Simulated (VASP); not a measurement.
# SrO (P6_3/mmc) in VASP: notebook

Aim: see how the results for SrO move with the level of theory and the settings. Levels: r2SCAN, PBE. Tasks: single point.

All numbers are computed with VASP 6.6.1; they aren't measurements. Logs are shortened: lines on timing, memory, paths and dates and some standing lists are left out, and cuts for length are marked.

## Step 1: The cell of the first run

It takes space group P6_3/mmc (No. 194, hexagonal). Conventional cell: a = 4.312 Å, b = 4.312 Å, c = 5.195 Å, α = 90.00°, β = 90.00°, γ = 120.00°. Within 3.3 Å of Sr (site symmetry -6m2) lie 5 O at 2.49 to 2.60 Å. Within 3.3 Å of O (site symmetry -6m2) lie 5 Sr at 2.49 to 2.60 Å.

## Step 2: Single point, r2SCAN (20.92 Å³/atom)

File POSCAR:

```
SrO
1.0
    4.3122994316      0.0000000000      0.0000000000
   -2.1561497158      3.7345608565      0.0000000000
    0.0000000000      0.0000000000      5.1954104953
Sr O
2 2
Direct
    0.3333333333      0.6666666667      0.9375000000
    0.6666666667      0.3333333333      0.4375000000
    0.3333333333      0.6666666667      0.4375000000
    0.6666666667      0.3333333333      0.9375000000
```

File INCAR.step1:

```
SYSTEM = SrO
ALGO = Normal
EDIFF = 1E-4
ENCUT = 520
GGA = PE
ISMEAR = 0
LASPH = .True.
LCHARG = .False.
LREAL = .False.
LWAVE = .True.
NBANDS = 24
NELM = 100
PREC = Accurate
SIGMA = 0.01
```

File INCAR.step2:

```
SYSTEM = SrO
ALGO = Normal
EDIFF = 1E-6
ENCUT = 520
ISIF = 2
ISMEAR = 0
ISTART = 1
LASPH = .True.
LCHARG = .False.
LMIXTAU = .True.
LREAL = .False.
LWAVE = .False.
METAGGA = R2SCAN
NBANDS = 24
NELM = 100
PREC = Accurate
SIGMA = 0.01
```

File KPOINTS:

```
k-points
0
Gamma
  6 6 4
  0 0 0
```

Potentials or basis: VASP PAW PBE potentials, release 64 (Sr_sv, O).

Command:

```sh
$ cat potpaw_PBE.64/Sr_sv/POTCAR potpaw_PBE.64/O/POTCAR > POTCAR
$ cp INCAR.step1 INCAR
$ mpirun -np 1 vasp_std > vasp.out
$ cp INCAR.step2 INCAR
$ mpirun -np 1 vasp_std > vasp.out
```

OUTCAR:

```text
SYSTEM = SrO
   EDIFF = 1E-6
   ENCUT = 520
   ISIF = 2
   ISMEAR = 0
   ISTART = 1
   LASPH = .True.
   LREAL = .False.
   METAGGA = R2SCAN
   NELM = 100
   PREC = Accurate

 ion  position               nearest neighbor table
   1  0.333  0.667  0.938-   4 2.49   4 2.49   4 2.49   3 2.60   3 2.60   2 3.60   2 3.60   2 3.60
                             2 3.60   2 3.60   2 3.60
   2  0.667  0.333  0.438-   3 2.49   3 2.49   3 2.49   4 2.60   4 2.60   1 3.60   1 3.60   1 3.60
                             1 3.60   1 3.60   1 3.60
   3  0.333  0.667  0.438-   2 2.49   2 2.49   2 2.49   1 2.60   1 2.60
   4  0.667  0.333  0.938-   1 2.49   1 2.49   1 2.49   2 2.60   2 2.60

  LATTYP: Found a hexagonal cell.
 ALAT       =     4.3122994316
 C/A-ratio  =     1.2047889015

  Lattice vectors:

 A1 = (   4.3122994316,   0.0000000000,   0.0000000000)
 A2 = (  -2.1561497158,   3.7345608565,   0.0000000000)
 A3 = (   0.0000000000,   0.0000000000,   5.1954104953)

Analysis of symmetry for initial positions (statically):
=====================================================================
 Subroutine PRICEL returns:
 Original cell was already a primitive cell.

 Routine SETGRP: Setting up the symmetry group for a
 hexagonal supercell.

 Subroutine GETGRP returns: Found 24 space group operations
 (whereof  6 operations were pure point group operations)
 out of a pool of 24 trial point group operations.

The static configuration has the point symmetry C_3v.
 The point group associated with its full space group is D_6h.

Analysis of symmetry for dynamics (positions and initial velocities):
=====================================================================
 Subroutine PRICEL returns:
 Original cell was already a primitive cell.

 Routine SETGRP: Setting up the symmetry group for a
 hexagonal supercell.

 Subroutine GETGRP returns: Found 24 space group operations
 (whereof  6 operations were pure point group operations)
 out of a pool of 24 trial point group operations.

The dynamic configuration has the point symmetry C_3v.
 The point group associated with its full space group is D_6h.

 Subroutine INISYM returns: Found 24 space group operations
 (whereof  6 operations are pure point group operations),
 and found     1 'primitive' translations

----------------------------------------------------------------------------------------

[... 90 lines left out ...]
   ENCUT  =  520.0 eV  38.22 Ry    6.18 a.u.   8.02  8.02  9.66*2*pi/ulx,y,z
   NELM   =    100;   NELMIN=  2; NELMDL=  0     # of ELM steps
   EDIFF  = 0.1E-05   stopping-criterion for ELM
   LREAL  =      F    real-space projection
   EDIFFG = 0.1E-04   stopping-criterion for IOM
   NSW    =      0    number of steps for IOM
   IBRION =     -1    ionic relax: 0-MD 1-quasi-New 2-CG
   NFREE  =      0    steps in history (QN), initial steepest desc. (CG)
   ISIF   =      2    stress and relaxation
   ISYM   =      2    0-nonsym 1-usesym 2-fastsym
   POTIM  = 0.5000    time-step for ionic-motion
   TEBEG  =    0.0;   TEEND  =   0.0 temperature during run
   PSTRESS=    0.0 pullay stress
   NELECT =      32.0000    total number of electrons
   NUPDOWN=      -1.0000    fix difference up-down
   EMIN   =  10.00;   EMAX   =-10.00  energy-range for DOS
   EFERMI =   0.00;   METHOD = LEGACY
   ISMEAR =     0;   SIGMA  =   0.01  broadening in eV -4-tet -1-fermi 0-gaus
   EFERMI_NEDOS =   21; number of points for ismear=-14 and -15
   IALGO  =     38    algorithm
   IMIX   =      4    mixing-type and parameters
     AMIX     =   0.40;   BMIX     =  1.00
     AMIX_MAG =   1.60;   BMIX_MAG =  1.00
  volume/ion in A,a.u.               =      20.92       141.16
  Fermi-wavevector in a.u.,A,eV,Ry     =   1.188325  2.245609 19.213022  1.412117
  Thomas-Fermi vector in A             =   2.324457
   LORBIT       =      0    0 simple, 1 ext, 2 COOP (PROOUT), +10 PAW based schemes
   METAGGA = R2SCAN    functional components
   LHFCALC =     F    Hartree Fock is set to
   AEXX    =    0.0000 exact exchange contribution
   IVDW    =     0    specifies the selected vdW correction
   LEPSILON=     F    determine dielectric tensor
   LRPA    =     F    only Hartree local field effects (RPA)
 non-spin polarized calculation
 Gauss-broadening in eV      SIGMA  =   0.01
  energy-cutoff  :      520.00
  volume of cell :       83.67
 maximum number of plane-waves:      2292
   NGX = 17   NGY = 17   NGZ = 19

 number of electron      32.0000003 magnetization

 Free energy of the ion-electron system (eV)
  ---------------------------------------------------
  ext. energy  EPLUGINS =         0.00000000
  ---------------------------------------------------
  free energy    TOTEN  =       -53.75570272 eV

  energy without entropy =      -53.75570272  energy(sigma->0) =      -53.75570272

 E-fermi :   0.5204     XC(G=0):  -9.3476

 val. band max:        0.3440006513   @ k =   0.0000   0.0000   0.0000
 cond. band min:       3.2744551841   @ k =   0.0000   0.0000   0.0000
 fundamental gap:      2.9304545328
 Fermi energy:         0.5203780613

 k-point     1 :       0.0000    0.0000    0.0000
  band No.  band energies     occupation
      1     -33.2466      2.00000
      2     -33.0970      2.00000
      3     -15.6057      2.00000
      4     -15.6035      2.00000
      5     -15.1017      2.00000
      6     -14.7458      2.00000
[... 556 lines left out ...]
     23      10.0780      0.00000
     24      10.0780      0.00000

------------------------ aborting loop because EDIFF is reached ----------------------------------------

  FORCE on cell =-STRESS in cart. coord.  units (eV):
  Direction    XX          YY          ZZ          XY          YZ          ZX
  --------------------------------------------------------------------------------------
  -------------------------------------------------------------------------------------
  Total       -0.8344523     -0.8344523     -0.9505634     -0.0000000     -0.0000000      0.0000000
  in kB      -15.9787852    -15.9787852    -18.2021771     -0.0000000     -0.0000000      0.0000000
  external PRESSURE =     -16.7199158 kB  Pullay stress =       0.0000000 kB

 VOLUME and BASIS-vectors are now :
 -----------------------------------------------------------------------------
  energy-cutoff  :      520.00
  volume of cell :       83.67
      direct lattice vectors                 reciprocal lattice vectors
     4.312299432  0.000000000  0.000000000     0.231894843  0.133884550  0.000000000
    -2.156149716  3.734560856  0.000000000     0.000000000  0.267769100  0.000000000
     0.000000000  0.000000000  5.195410495     0.000000000  0.000000000  0.192477572

 POSITION                                       TOTAL-FORCE (eV/Angst)
 -----------------------------------------------------------------------------------
     -0.00000      2.48971      4.87070        -0.000000      0.000000      0.000000
      2.15615      1.24485      2.27299         0.000000     -0.000000      0.000000
     -0.00000      2.48971      2.27299        -0.000000     -0.000000      0.000000
      2.15615      1.24485      4.87070         0.000000      0.000000     -0.000000
 -----------------------------------------------------------------------------------
    total drift:                               -0.000000      0.000000      0.000000

  FREE ENERGIE OF THE ION-ELECTRON SYSTEM (eV)
  ---------------------------------------------------
  free  energy   TOTEN  =       -53.7557027228 eV

  energy  without entropy=      -53.7557027228  energy(sigma->0) =      -53.75570272
```

OUTCAR.step1:

```text
SYSTEM = SrO
   EDIFF = 1E-4
   ENCUT = 520
   GGA = PE
   ISMEAR = 0
   LASPH = .True.
   LREAL = .False.
   NELM = 100
[... 792 lines left out ...]
      2.15615      1.24485      2.27299        -0.000000     -0.000000     -0.000000
     -0.00000      2.48971      2.27299        -0.000000     -0.000000      0.000000
      2.15615      1.24485      4.87070         0.000000      0.000000      0.000000
 -----------------------------------------------------------------------------------
    total drift:                               -0.000000      0.000000      0.000000

  FREE ENERGIE OF THE ION-ELECTRON SYSTEM (eV)
  ---------------------------------------------------
  free  energy   TOTEN  =       -23.9055503829 eV

  energy  without entropy=      -23.9055503829  energy(sigma->0) =      -23.90555038
```

It took 3 min on 1 thread of Intel Xeon 8259CL, shared host; peak memory 0.22 GiB.

What came out:

```
Free energy            : -53.7557 eV
Pressure               : -1.7 GPa
Band gap on the k mesh : 2.93 eV
```

Stress tensor (GPa, compression positive):
```
-1.60  0.00  0.00
 0.00 -1.60  0.00
 0.00  0.00 -1.82
```

Caveat: the PAW data sets were made with another functional, which shifts forces and pressure a little.

## Step 3: Single point, r2SCAN (21.53 Å³/atom)

This run uses another cell than the first one, of 21.53 Å³/atom.

File POSCAR:

```
SrO
1.0
    4.3537663930      0.0000000000      0.0000000000
   -2.1768831965      3.7704722985      0.0000000000
    0.0000000000      0.0000000000      5.2453694302
Sr O
2 2
Direct
    0.3333333333      0.6666666667      0.9375000000
    0.6666666667      0.3333333333      0.4375000000
    0.3333333333      0.6666666667      0.4375000000
    0.6666666667      0.3333333333      0.9375000000
```

File INCAR.step1:

```
SYSTEM = SrO
ALGO = Normal
EDIFF = 1E-4
ENCUT = 520
GGA = PE
ISMEAR = 0
LASPH = .TRUE.
LCHARG = .FALSE.
LREAL = .FALSE.
LWAVE = .TRUE.
NBANDS = 24
NELM = 80
PREC = Accurate
SIGMA = 0.01
```

File INCAR.step2:

```
SYSTEM = SrO
ALGO = Normal
EDIFF = 1E-7
ENCUT = 520
ISIF = 2
ISMEAR = 0
ISTART = 1
LASPH = .TRUE.
LCHARG = .FALSE.
LMIXTAU = .TRUE.
LREAL = .FALSE.
LWAVE = .FALSE.
METAGGA = R2SCAN
NBANDS = 24
NELM = 80
PREC = Accurate
SIGMA = 0.01
```

File KPOINTS:

```
k-points
0
G
  6 6 4
  0 0 0
```

Potentials or basis: VASP PAW PBE potentials, release 64 (Sr_sv, O).

Command:

```sh
$ cat potpaw_PBE.64/Sr_sv/POTCAR potpaw_PBE.64/O/POTCAR > POTCAR
$ cp INCAR.step1 INCAR
$ mpirun -np 1 vasp_std > vasp.out
$ cp INCAR.step2 INCAR
$ mpirun -np 1 vasp_std > vasp.out
```

Wall time 3.1 min (1 thread of Intel Xeon 8259CL, shared host); peak memory 0.22 GiB.

It converged, with:

| Quantity | Value |
| --- | --- |
| Free energy | -53.7172 eV |
| Pressure | -3.5 GPa |
| Band gap on the k mesh | 2.84 eV |

Stress tensor (GPa, compression positive):
```
-3.40  0.00  0.00
 0.00 -3.40  0.00
 0.00  0.00 -3.80
```

Levels at points of the mesh, in eV from the valence-band top:
```tsv
k point	band 13	band 14	band 15	band 16	band 17	band 18	band 19	band 20
(0.00, 0.00, 0.00)	-0.84	-0.84	-0.41	0.00	2.84	6.58	6.58	7.37
(0.50, 0.00, 0.00)	-0.40	-0.39	-0.33	-0.25	4.52	5.17	5.53	7.44
(0.00, 0.00, 0.50)	-1.00	-1.00	-1.00	-1.00	4.52	4.52	8.19	8.19
(0.50, 0.00, 0.50)	-0.82	-0.82	-0.43	-0.43	5.16	5.16	7.75	7.75
```

Caveat: the cell stands under tension; the PAW data sets were made with another functional, which shifts forces and pressure a little.

## Step 4: Single point, PBE

This run uses another cell than the first one, of 20.31 Å³/atom.

File INCAR:

```
PREC = Accurate ; ENCUT = 520
EDIFF = 1E-6 ; ISMEAR = 0
SIGMA = 0.01 ; LREAL = F
LASPH = T ; NELM = 80
ALGO = Normal ; ISIF = 2
LWAVE = F ; LCHARG = F
GGA = PE ; NBANDS = 24
```

File KPOINTS:

```
regular mesh
0
Gamma
  12 12 6
```

File POSCAR:

```
SrO
1.0
    4.2700192634      0.0000000000      0.0000000000
   -2.1350096317      3.6979451568      0.0000000000
    0.0000000000      0.0000000000      5.1444718180
Sr O
2 2
Direct
    0.3333333333      0.6666666667      0.9375000000
    0.6666666667      0.3333333333      0.4375000000
    0.3333333333      0.6666666667      0.4375000000
    0.6666666667      0.3333333333      0.9375000000
```

Command:

```sh
$ cat potpaw_PBE.64/Sr_sv/POTCAR potpaw_PBE.64/O/POTCAR > POTCAR
$ mpirun -np 1 vasp_std > vasp.out
```

It took 2.4 min on 1 thread of Intel Xeon 8259CL, shared host; peak memory 0.28 GiB.

Results (log left out):

```yaml
Free_energy: -23.8949 eV
Pressure: 1.7 GPa
Band_gap_on_the_k_mesh: 2.64 eV
```

Stress tensor (GPa, compression positive):
```
1.57 0.00 0.00
0.00 1.57 0.00
0.00 0.00 2.01
```

Levels at points of the mesh, in eV from the valence-band top:
```tsv
k point	band 14	band 15	band 16	band 17	band 18	band 19
(0.00, 0.00, 0.00)	-0.90	-0.33	0.00	2.64	6.12	6.12
(0.50, 0.00, 0.00)	-0.36	-0.34	-0.27	4.29	4.83	5.06
(0.00, 0.00, 0.50)	-1.10	-1.10	-1.10	4.34	4.34	7.86
(0.50, 0.00, 0.50)	-0.91	-0.44	-0.44	4.93	4.93	7.39
```

A k mesh can miss the band edges.

## Step 5: Overview

| level | cell | k mesh | gap on the mesh (eV) | pressure (GPa) |
| --- | --- | --- | --- | --- |
| r2SCAN | a = 4.312, b = 4.312, c = 5.195 Å, angles 90.0, 90.0, 120.0°, 4 atoms | 6 × 6 × 4 | 2.93 | -1.7 |
| r2SCAN | a = 4.354, b = 4.354, c = 5.245 Å, angles 90.0, 90.0, 120.0°, 4 atoms | 6 × 6 × 4 | 2.84 | -3.5 |
| PBE | a = 4.270, b = 4.270, c = 5.144 Å, angles 90.0, 90.0, 120.0°, 4 atoms | 12 × 12 × 6 | 2.64 | 1.7 |

Alike in all rows: task single point; potentials or basis VASP PAW PBE potentials, release 64 (Sr_sv, O); no spin polarisation; cutoff (eV) 520; smearing gaussian 0.01 eV.

Caveats: the PAW data sets were made with another functional, which shifts forces and pressure a little (at least some runs); the cell stands under tension (at least some runs).

Absolute energies hang on the potentials; compare differences alone.
